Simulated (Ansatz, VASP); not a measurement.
## Al2C3 in VASP and in Ansatz

File INCAR:

```
SYSTEM = Al2C3
ALGO = Normal
EDIFF = 1E-7
EDIFFG = -0.04
ENCUT = 910
GGA = PE
GGA_COMPAT = .FALSE.
IBRION = 2
ISIF = 3
ISMEAR = 0
LASPH = .TRUE.
LCHARG = .FALSE.
LREAL = .FALSE.
LWAVE = .FALSE.
NELM = 120
NELMIN = 4
NSW = 90
PREC = Accurate
SIGMA = 0.1
```

File KPOINTS:

```
k-points
0
G
  6 6 4
  0 0 0
```

Contents of POSCAR:

```
Al2C3
1.0
    4.3383396600      0.0000000000      0.0000000000
   -2.1691698300      3.7571123500      0.0000000000
    0.0000000000      0.0000000000      4.7774134100
Al C
2 3
Direct
    0.0000000000      0.0000000000      0.7629886600
    0.0000000000      0.0000000000      0.2370113400
    0.5000000000      0.0000000000      0.0000000000
    0.0000000000      0.5000000000      0.0000000000
    0.5000000000      0.5000000000      0.0000000000
```

Input for Ansatz:

```yaml
crystal:
  lattice:
    - [4.33833966, 0.0, 0.0]
    - [-2.16916983, 3.75711235, 0.0]
    - [0.0, 0.0, 4.77741341]
  atoms:
    - { symbol: Al, position: [0.0, 0.0, 0.76298866] }
    - { symbol: Al, position: [0.0, 0.0, 0.23701134] }
    - { symbol: C, position: [0.5, 0.0, 0.0] }
    - { symbol: C, position: [0.0, 0.5, 0.0] }
    - { symbol: C, position: [0.5, 0.5, 0.0] }
basis:
  ecutwfc: 420
kpoints:
  mp_grid: { grid: [6, 6, 4] }
hamiltonian:
  xc: pbe
scf:
  occupations: { method: gaussian, width: 0.1 }
  lower_state_search: "off"
output:
  forces: true
  stress: true
  eigenvalues: true
relax:
  adjacent_minimum: "off"
  f_tol: 0.04
  max_steps: 70
  cell: { stress_tol: 0.4 }
```

Alike in both runs: task relaxation of cell and atoms; functional PBE; k mesh 6 × 6 × 4; occupations gaussian, width 0.1 eV; no spin polarisation.

|  | VASP | Ansatz |
| --- | --- | --- |
| version | VASP 6.6.1 | Ansatz 0.2.0 |
| potentials or method | VASP PAW PBE potentials, release 64 (Al, C_h), cutoff 910 eV | scalar-relativistic, plane waves, PAW |
| valence electrons in the cell | 18 | 18 |

```tsv
	VASP	Ansatz	Ansatz less VASP
gap on the k mesh at the Fermi level, each at its own relaxed structure (eV)	none	none	-
relaxed volume (Å³/atom)	11.51	11.96	+0.453
relaxed cell length with the largest relative difference (Å)	3.506	3.640	+0.1342
```

A gap of «none» marks a metal or a gap that the smearing closes.

Noted on VASP's run: the cutoff is short for stress, so the pressure is rough; the volume moved by over 15 % at a fixed basis, so the end points are rough.
